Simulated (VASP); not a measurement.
# Rb (P6_3/mmc) in VASP: notebook

The runs below take Rb through single point, relaxation of cell and atoms, with LDA.

Program: VASP 6.6.1. These are calculated values, not measurements. Logs are shortened: lines on timing, memory, paths and dates and some standing lists are left out, and cuts for length are marked.

## 1. The cell of the first run

Symmetry: P6_3/mmc, No. 194, hexagonal system. Conventional cell: a = 3.619 Å, b = 3.619 Å, c = 11.850 Å, α = 90.00°, β = 90.00°, γ = 120.00°. Rb (site symmetry -3m) has 12 Rb at 3.62 to 3.63 Å within 4.8 Å. Rb (site symmetry -6m2) has 12 Rb at 3.62 to 3.63 Å within 4.8 Å.

This isn't the form of Rb at room conditions, which is bcc.

## 2. Single point, LDA

Input file INCAR:

```
ALGO = Normal
EDIFF = 1E-6
ENCUT = 520
ISIF = 2
ISMEAR = -1
LASPH = T
LCHARG = F
LREAL = F
LWAVE = F
NBANDS = 26
NELM = 80
PREC = Accurate
SIGMA = 0.1
```

Input file KPOINTS:

```
k-points
0
Gamma
  10 10 3
```

Input file POSCAR:

```
Rb
1.0
    3.6192903425      0.0000000000      0.0000000000
   -1.8096451712      3.1343973802      0.0000000000
    0.0000000000      0.0000000000     11.8497254315
Rb
4
Direct
    0.0000000000      0.0000000000      0.0000000000
    0.0000000000      0.0000000000      0.5000000000
    0.3333333333      0.6666666667      0.2500000000
    0.6666666667      0.3333333333      0.7500000000
```

Potentials or basis: VASP PAW LDA potentials, release 64 (Rb_sv).

The run is started by

```sh
cat potpaw_LDA.64/Rb_sv/POTCAR > POTCAR
mpirun -np 1 vasp_std > vasp.out
```

OUTCAR:

```text
EDIFF = 1E-6
   ENCUT = 520
   ISIF = 2
   ISMEAR = -1
   LASPH = T
   LREAL = F
   NELM = 80
   PREC = Accurate

 ion  position               nearest neighbor table
   1  0.000  0.000  0.000-   3 3.63   4 3.63   3 3.63   4 3.63   4 3.63   3 3.63   4 5.12   3 5.12
                             3 5.12   4 5.12   3 5.12   4 5.12
   2  0.000  0.000  0.500-   3 3.63   4 3.63   3 3.63   4 3.63   4 3.63   3 3.63   4 5.12   3 5.12
                             3 5.12   4 5.12   3 5.12   4 5.12
   3  0.333  0.667  0.250-   1 3.63   2 3.63   1 3.63   2 3.63   1 3.63   2 3.63   1 5.12   2 5.12
                             1 5.12   2 5.12   1 5.12   2 5.12
   4  0.667  0.333  0.750-   1 3.63   2 3.63   1 3.63   2 3.63   1 3.63   2 3.63   1 5.12   2 5.12
                             1 5.12   2 5.12   1 5.12   2 5.12

  LATTYP: Found a hexagonal cell.
 ALAT       =     3.6192903425
 C/A-ratio  =     3.2740466528

  Lattice vectors:

 A1 = (   3.6192903425,   0.0000000000,   0.0000000000)
 A2 = (  -1.8096451712,   3.1343973802,   0.0000000000)
 A3 = (   0.0000000000,   0.0000000000,  11.8497254315)

Analysis of symmetry for initial positions (statically):
=====================================================================
 Subroutine PRICEL returns:
 Original cell was already a primitive cell.

 Routine SETGRP: Setting up the symmetry group for a
 hexagonal supercell.

 Subroutine GETGRP returns: Found 24 space group operations
 (whereof 12 operations were pure point group operations)
 out of a pool of 24 trial point group operations.

The static configuration has the point symmetry D_3d.
 The point group associated with its full space group is D_6h.

Analysis of symmetry for dynamics (positions and initial velocities):
=====================================================================
 Subroutine PRICEL returns:
 Original cell was already a primitive cell.

 Routine SETGRP: Setting up the symmetry group for a
 hexagonal supercell.

 Subroutine GETGRP returns: Found 24 space group operations
 (whereof 12 operations were pure point group operations)
 out of a pool of 24 trial point group operations.

The dynamic configuration has the point symmetry D_3d.
 The point group associated with its full space group is D_6h.

 Subroutine INISYM returns: Found 24 space group operations
 (whereof 12 operations are pure point group operations),
 and found     1 'primitive' translations

----------------------------------------------------------------------------------------

                                     Primitive cell

  volume of cell :     134.4268

  direct lattice vectors                    reciprocal lattice vectors
     3.619290342  0.000000000  0.000000000     0.276297259  0.159520297  0.000000000
    -1.809645171  3.134397380  0.000000000     0.000000000  0.319040593  0.000000000
     0.000000000  0.000000000 11.849725431     0.000000000  0.000000000  0.084390141

  length of vectors
     3.619290342  3.619290342 11.849725431     0.319040593  0.319040593  0.084390141

  position of ions in fractional coordinates (direct lattice)
     0.000000000  0.000000000  0.000000000
     0.000000000  0.000000000  0.500000000
     0.333333333  0.666666667  0.250000000
     0.666666667  0.333333333  0.750000000

  ion indices of the primitive-cell ions
   primitive index   ion index
                 1           1
                 2           2
                 3           3
                 4           4

----------------------------------------------------------------------------------------

 KPOINTS: k-points

Automatic generation of k-mesh.
 Grid dimensions read from file:
 generate k-points for:   10   10    3

 Generating k-lattice:

  Cartesian coordinates                     Fractional coordinates (reciprocal lattice)
     0.027629726  0.015952030  0.000000000     0.100000000  0.000000000  0.000000000
     0.000000000  0.031904059  0.000000000     0.000000000  0.100000000  0.000000000
     0.000000000  0.000000000  0.028130047     0.000000000  0.000000000  0.333333333

  Length of vectors
     0.031904059  0.031904059  0.028130047

  Shift w.r.t. Gamma in fractional coordinates (k-lattice)
     0.000000000  0.000000000  0.000000000

 Subroutine IBZKPT returns following result:
 ===========================================

 Found     28 irreducible k-points:

 Following reciprocal coordinates:
            Coordinates               Weight
  0.000000  0.000000  0.000000      1.000000
  0.100000  0.000000  0.000000      6.000000
  0.200000  0.000000  0.000000      6.000000
  0.300000  0.000000  0.000000      6.000000
  0.400000 -0.000000  0.000000      6.000000
  0.500000  0.000000  0.000000      3.000000
[... 16 lines left out ...]
  0.300000  0.100000  0.333333     24.000000
  0.400000  0.100000  0.333333     24.000000
 [... further k-points ...]
   k-points           NKPTS =     28   k-points in BZ     NKDIM =     28   number of bands    NBANDS=     26
   number of dos      NEDOS =    301   number of ions     NIONS =      4
   total plane-waves  NPLWV =  70560
   dimension x,y,z NGX =    28 NGY =   28 NGZ =   90
   dimension x,y,z NGXF=    56 NGYF=   56 NGZF=  180
   ions per type =               4
   NGX,Y,Z   is equivalent  to a cutoff of  12.86, 12.86, 12.63 a.u.
   NGXF,Y,Z  is equivalent  to a cutoff of  25.72, 25.72, 25.25 a.u.
 SYSTEM =  unknown system
   PREC   = accura    normal or accurate (medium, high low for compatibility)
   ISTART =      0    job   : 0-new  1-cont  2-samecut
   ICHARG =      2    charge: 1-file 2-atom 10-const
   ISPIN  =      1    spin polarized calculation?
   LNONCOLLINEAR =      F non collinear calculations
   LSORBIT =      F    spin-orbit coupling
   LASPH  =      T    aspherical Exc in radial PAW
   ENCUT  =  520.0 eV  38.22 Ry    6.18 a.u.   6.73  6.73 22.03*2*pi/ulx,y,z
   NELM   =     80;   NELMIN=  2; NELMDL= -5     # of ELM steps
   EDIFF  = 0.1E-05   stopping-criterion for ELM
   LREAL  =      F    real-space projection
   EDIFFG = 0.1E-04   stopping-criterion for IOM
   NSW    =      0    number of steps for IOM
   IBRION =     -1    ionic relax: 0-MD 1-quasi-New 2-CG
   NFREE  =      0    steps in history (QN), initial steepest desc. (CG)
   ISIF   =      2    stress and relaxation
   ISYM   =      2    0-nonsym 1-usesym 2-fastsym
   POTIM  = 0.5000    time-step for ionic-motion
   TEBEG  =    0.0;   TEEND  =   0.0 temperature during run
   PSTRESS=    0.0 pullay stress
   NELECT =      36.0000    total number of electrons
   NUPDOWN=      -1.0000    fix difference up-down
   EMIN   =  10.00;   EMAX   =-10.00  energy-range for DOS
   EFERMI =   0.00;   METHOD = LEGACY
   ISMEAR =    -1;   SIGMA  =   0.10  broadening in eV -4-tet -1-fermi 0-gaus
   EFERMI_NEDOS =   21; number of points for ismear=-14 and -15
   IALGO  =     38    algorithm
   IMIX   =      4    mixing-type and parameters
     AMIX     =   0.40;   BMIX     =  1.00
     AMIX_MAG =   1.60;   BMIX_MAG =  1.00
  volume/ion in A,a.u.               =      33.61       226.79
  Fermi-wavevector in a.u.,A,eV,Ry     =   1.055230  1.994095 15.150224  1.113510
  Thomas-Fermi vector in A             =   2.190420
   LORBIT       =      0    0 simple, 1 ext, 2 COOP (PROOUT), +10 PAW based schemes
   GGA     = CA    functional components
   LHFCALC =     F    Hartree Fock is set to
   AEXX    =    0.0000 exact exchange contribution
   IVDW    =     0    specifies the selected vdW correction
   LEPSILON=     F    determine dielectric tensor
   LRPA    =     F    only Hartree local field effects (RPA)
 non-spin polarized calculation
  energy-cutoff  :      520.00
  volume of cell :      134.43
 maximum number of plane-waves:      3640
 NGX is ok and might be reduce to    28

 number of electron      36.0000000 magnetization

 Free energy of the ion-electron system (eV)
  ---------------------------------------------------
  ext. energy  EPLUGINS =         0.00000000
  ---------------------------------------------------
  free energy    TOTEN  =        -0.78872702 eV

  energy without entropy =       -0.65205982  energy(sigma->0) =       -0.72039342

 E-fermi :   3.4067     XC(G=0):  -8.9151

 val. band max:        3.3552986311   @ k =   0.1000   0.1000   0.3333
 cond. band min:       3.4279273355   @ k =   0.5000   0.0000   0.0000
 fundamental gap:      0.0726287044
 Fermi energy:         3.4066841761

 k-point     1 :       0.0000    0.0000    0.0000
  band No.  band energies     occupation
      1     -25.7576      2.00000
      2     -25.6401      2.00000
      3     -25.6224      2.00000
      4     -25.4996      2.00000
      5     -10.8267      2.00000
      6     -10.0293      2.00000
[... 18 lines left out ...]
     25       7.1332      0.00000
     26       7.3076      0.00000

 k-point     2 :       0.1000    0.0000    0.0000
  band No.  band energies     occupation
      1     -25.7362      2.00000
      2     -25.6238      2.00000
      3     -25.6060      2.00000
      4     -25.4888      2.00000
      5     -10.7719      2.00000
      6     -10.0416      2.00000
[... 18 lines left out ...]
     25       6.9871      0.00000
     26       7.0604      0.00000

 k-point     3 :       0.2000    0.0000    0.0000
  band No.  band energies     occupation
      1     -25.6782      2.00000
      2     -25.5807      2.00000
      3     -25.5629      2.00000
      4     -25.4618      2.00000
      5     -10.6182      2.00000
      6     -10.1360      2.00000
[... 572 lines left out ...]
 k-point    23 :       0.3000    0.1000    0.3333
  band No.  band energies     occupation
      1     -25.5449      2.00000
      2     -25.5213      2.00000
      3     -25.4523      2.00000
      4     -25.4281      2.00000
      5     -10.5377      2.00000
      6     -10.4610      2.00000
[... 18 lines left out ...]
     25       6.3827      0.00000
     26       6.5491      0.00000

 k-point    24 :       0.4000    0.1000    0.3333
  band No.  band energies     occupation
      1     -25.4933      2.00000
      2     -25.4788      2.00000
      3     -25.4330      2.00000
      4     -25.4183      2.00000
      5     -10.6989      2.00000
      6     -10.6499      2.00000
[... 18 lines left out ...]
     25       6.1345      0.00000
     26       6.6806      0.00000

 [... further k-points ...]

------------------------ aborting loop because EDIFF is reached ----------------------------------------

  FORCE on cell =-STRESS in cart. coord.  units (eV):
  Direction    XX          YY          ZZ          XY          YZ          ZX
  --------------------------------------------------------------------------------------
  -------------------------------------------------------------------------------------
  Total        9.2498138      9.2498138      9.2529274      0.0000000      0.0000000     -0.0000000
  in kB      110.2447219    110.2447219    110.2818318      0.0000000      0.0000000     -0.0000000
  external PRESSURE =     110.2570919 kB  Pullay stress =       0.0000000 kB

 VOLUME and BASIS-vectors are now :
 -----------------------------------------------------------------------------
  energy-cutoff  :      520.00
  volume of cell :      134.43
      direct lattice vectors                 reciprocal lattice vectors
     3.619290342  0.000000000  0.000000000     0.276297259  0.159520297  0.000000000
    -1.809645171  3.134397380  0.000000000     0.000000000  0.319040593  0.000000000
     0.000000000  0.000000000 11.849725431     0.000000000  0.000000000  0.084390141

 POSITION                                       TOTAL-FORCE (eV/Angst)
 -----------------------------------------------------------------------------------
      0.00000      0.00000      0.00000         0.000000      0.000000     -0.000000
      0.00000      0.00000      5.92486         0.000000      0.000000     -0.000000
     -0.00000      2.08960      2.96243         0.000000      0.000000      0.000000
      1.80965      1.04480      8.88729        -0.000000     -0.000000      0.000000
 -----------------------------------------------------------------------------------
    total drift:                                0.000000     -0.000000      0.000000

  FREE ENERGIE OF THE ION-ELECTRON SYSTEM (eV)
  ---------------------------------------------------
  free  energy   TOTEN  =        -0.7887270161 eV

  energy  without entropy=       -0.6520598171  energy(sigma->0) =       -0.72039342
```

Wall time 36 s (1 thread of Intel Xeon 6975P-C (Granite Rapids), shared host); peak memory 0.23 GiB.

What came out:

```yaml
Free_energy: -0.7887 eV
Pressure: 11.0 GPa
Band_gap_on_the_k_mesh: zero (bands 18 and 19 overlap by 1.95 eV)
```

Caveat: the cell stands under pressure.

## 3. Single point, LDA

Input file INCAR:

```
SYSTEM = Rb
  PREC = Accurate
  ENCUT = 520
  EDIFF = 1E-6
  ISMEAR = -1
  SIGMA = 0.1
  LREAL = .False.
  LASPH = .True.
  NELM = 100
  ALGO = Normal
  ISIF = 2
  LWAVE = .False.
  LCHARG = .False.
  NBANDS = 26
```

Input file KPOINTS:

```
regular mesh
0
Gamma
  10 10 3
  0 0 0
```

POSCAR is that of step 2.

Potentials or basis: VASP PAW LDA potentials, release 64 (Rb_sv).

The run is started by

```sh
cat potpaw_LDA.64/Rb_sv/POTCAR > POTCAR
mpirun -np 1 vasp_std > vasp.out
```

Run time: 36 s. Hardware: 1 thread of Intel Xeon 6975P-C (Granite Rapids), shared host; peak memory 0.23 GiB.

It converged, with:

| Property | Result |
| --- | --- |
| Free energy | -0.7887 eV |
| Pressure | 11.0 GPa |
| Band gap on the k mesh | zero (bands 18 and 19 overlap by 1.95 eV) |

Levels at points of the mesh, in eV from the Fermi level:
```
           k point  band 15  band 16  band 17  band 18  band 19  band 20  band 21  band 22
(0.00, 0.00, 0.00)   -12.45   -12.45    -3.04    -1.39    -1.39    -0.47     2.62     2.67
(0.50, 0.00, 0.00)   -12.72   -12.66    -0.69    -0.58     0.02     0.36     1.20     1.28
```

Caveat: the cell stands under pressure.

## 4. Relaxation of cell and atoms, LDA, target pressure 11 GPa, at which the enthalpy is minimised

This run uses another cell than the first one: it holds 2 atoms, not 4.

Input file INCAR:

```
PREC = Accurate
ENCUT = 600
EDIFF = 1E-7
ISMEAR = -1
SIGMA = 0.1
LREAL = False
LASPH = True
NELM = 80
ALGO = Normal
ISIF = 3
LWAVE = False
LCHARG = False
GGA = CA
IBRION = 2
NSW = 60
EDIFFG = -0.005
PSTRESS = 110.0
```

Input file KPOINTS:

```
regular mesh
0
Gamma
  12 12 7
```

Input file POSCAR:

```
Rb
1.0
    3.6106530834      0.0000000000      0.0000000000
   -1.8053265417      3.1269172945      0.0000000000
    0.0000000000      0.0000000000      5.8492579952
Rb
2
Direct
    0.3333333333      0.6666666667      0.2500000000
    0.6666666667      0.3333333333      0.7500000000
```

The run is started by

```sh
cat potpaw_LDA.64/Rb_sv/POTCAR > POTCAR
mpirun -np 1 vasp_std > vasp.out
```

It took 2.1 min on 1 thread of Intel Xeon 6975P-C (Granite Rapids), shared host; peak memory 0.21 GiB.

It converged, with:

```yaml
Free_energy: -0.4128 eV
Relaxed_volume: 33.84 Å³/atom
Relaxed_cell: a = 3.616 Å, b = 3.616 Å, c = 5.977 Å, α = 90.00°, β = 90.00°, γ = 120.00°
Space_group_after_relaxing_to_0.1_Å: P6_3/mmc (No. 194)
Energy_change_on_relaxing_the_run_minimises_the_enthalpy: -58.8 meV/atom
Ionic_steps: 7
Pressure_after_relaxing: 11.0 GPa
Band_gap_on_the_k_mesh: zero (bands 9 and 10 overlap by 2.11 eV)
```

Step by step:
```
step  energy change (eV)  largest force (eV/Å)  pressure (GPa)  volume (Å³)
   1              0.0000                0.0000           11.62        66.04
   2             -0.0873                0.0000           11.14        67.26
   3             -0.1184                0.0000           10.97        67.71
   4             -0.1220                0.0000           10.96        67.76
   5             -0.1250                0.0000           10.95        67.81
   6             -0.1233                0.0000           10.95        67.78
   7             -0.1176                0.0000           10.98        67.69
```

Final structure:
```
CELL_PARAMETERS angstrom
3.61619 0.00000 0.00000
-1.80810 3.13172 0.00000
0.00000 0.00000 5.97703
ATOMIC_POSITIONS crystal
Rb 0.33333 0.66667 0.25000
Rb 0.66667 0.33333 0.75000
```

Levels at points of the mesh, in eV from the Fermi level:
| k point | band 6 | band 7 | band 8 | band 9 | band 10 | band 11 | band 12 | band 13 |
| --- | --- | --- | --- | --- | --- | --- | --- | --- |
| (0.00, 0.00, 0.00) | -12.48 | -12.46 | -12.46 | -3.05 | -0.48 | 2.92 | 3.93 | 3.93 |
| (0.50, 0.00, 0.00) | -13.04 | -12.87 | -12.67 | 0.00 | 0.07 | 0.27 | 2.38 | 3.32 |

Caveat: the cell is relaxed towards a set pressure, so the run minimises the enthalpy, not the energy.

## 5. Relaxation of cell and atoms, LDA, target pressure 11 GPa, at which the enthalpy is minimised

This run uses another cell than the first one: it holds 2 atoms, not 4.

Input file INCAR:

```
SYSTEM = Rb
  ALGO = Normal
  EDIFF = 1E-7
  EDIFFG = -0.005
  ENCUT = 600
  IBRION = 2
  ISIF = 3
  ISMEAR = -1
  LASPH = .True.
  LCHARG = .False.
  LREAL = .False.
  LWAVE = .False.
  NELM = 80
  NSW = 32
  PREC = Accurate
  PSTRESS = 110.0
  SIGMA = 0.1
```

Input file KPOINTS:

```
k-points
0
Gamma
  12 12 7
  0 0 0
```

Input file POSCAR:

```
Rb
1.0
    3.6149214904      0.0000000000      0.0000000000
   -1.8074607452      3.1306138434      0.0000000000
    0.0000000000      0.0000000000      5.9712555302
Rb
2
Direct
    0.3333333333      0.6666666667      0.2500000000
    0.6666666667      0.3333333333      0.7500000000
```

The run is started by

```sh
cat potpaw_LDA.64/Rb_sv/POTCAR > POTCAR
mpirun -np 1 vasp_std > vasp.out
```

Wall time 44 s (1 thread of Intel Xeon 6975P-C (Granite Rapids), shared host); peak memory 0.21 GiB.

The run converged. Its results:

| Property | Result |
| --- | --- |
| Free energy | -0.4085 eV |
| Relaxed volume | 33.81 Å³/atom |
| Relaxed cell | a = 3.616 Å, b = 3.616 Å, c = 5.973 Å, α = 90.00°, β = 90.00°, γ = 120.00° |
| Space group after relaxing (to 0.1 Å) | P6_3/mmc (No. 194) |
| Energy change on relaxing (the run minimises the enthalpy) | -1.7 meV/atom |
| Ionic steps | 2 |
| Pressure after relaxing | 11.0 GPa |
| Band gap on the k mesh | zero (bands 9 and 10 overlap by 2.11 eV) |

The path:
```
step  energy change (eV)  largest force (eV/Å)  pressure (GPa)  volume (Å³)
   1              0.0000                0.0000           11.02        67.58
   2             -0.0034                0.0000           11.01        67.63
```

Final structure:
```cif
data_structure
_symmetry_space_group_name_H-M 'P 1'
_symmetry_Int_Tables_number 1
_cell_length_a 3.6157
_cell_length_b 3.6157
_cell_length_c 5.9730
_cell_angle_alpha 90.000
_cell_angle_beta 90.000
_cell_angle_gamma 120.000
_cell_volume 67.63
loop_
_atom_site_label
_atom_site_type_symbol
_atom_site_fract_x
_atom_site_fract_y
_atom_site_fract_z
_atom_site_occupancy
Rb1 Rb 0.33333 0.66667 0.25000 1
Rb2 Rb 0.66667 0.33333 0.75000 1
```

Levels at points of the mesh, in eV from the Fermi level:
| k point | band 7 | band 8 | band 9 | band 10 | band 11 | band 12 |
| --- | --- | --- | --- | --- | --- | --- |
| (0.00, 0.00, 0.00) | -12.46 | -12.46 | -3.05 | -0.48 | 2.92 | 3.86 |
| (0.50, 0.00, 0.00) | -12.87 | -12.67 | 0.00 | 0.07 | 0.27 | 2.38 |

Caveat: the cell is relaxed towards a set pressure, so the run minimises the enthalpy, not the energy.

## 6. The runs side by side

| task | cell | k mesh | cutoff (eV) | gap on the mesh (eV) | pressure (GPa) |
| --- | --- | --- | --- | --- | --- |
| single point | a = 3.619, b = 3.619, c = 11.850 Å, angles 90.0, 90.0, 120.0°, 4 atoms, atomic positions A | 10 × 10 × 3 | 520 | none | 11.0 |
| relaxation of cell and atoms | relaxed to 11 GPa from a = 3.611, b = 3.611, c = 5.849 Å, angles 90.0, 90.0, 120.0°, 2 atoms, atomic positions B | 12 × 12 × 7 | 600 | none | 11.0 |
| relaxation of cell and atoms | relaxed to 11 GPa from a = 3.615, b = 3.615, c = 5.971 Å, angles 90.0, 90.0, 120.0°, 2 atoms, atomic positions B | 12 × 12 × 7 | 600 | none | 11.0 |

Alike in all rows: level LDA; potentials or basis VASP PAW LDA potentials, release 64 (Rb_sv); no spin polarisation; smearing fermi-dirac 0.1 eV.

Caveats: the cell is relaxed towards a set pressure, so the run minimises the enthalpy, not the energy (at least some runs); the cell stands under pressure (at least some runs).

Absolute energies hang on the potentials; compare differences alone.

The gap in the log of VASP goes by the Fermi energy; the results here count the filled bands.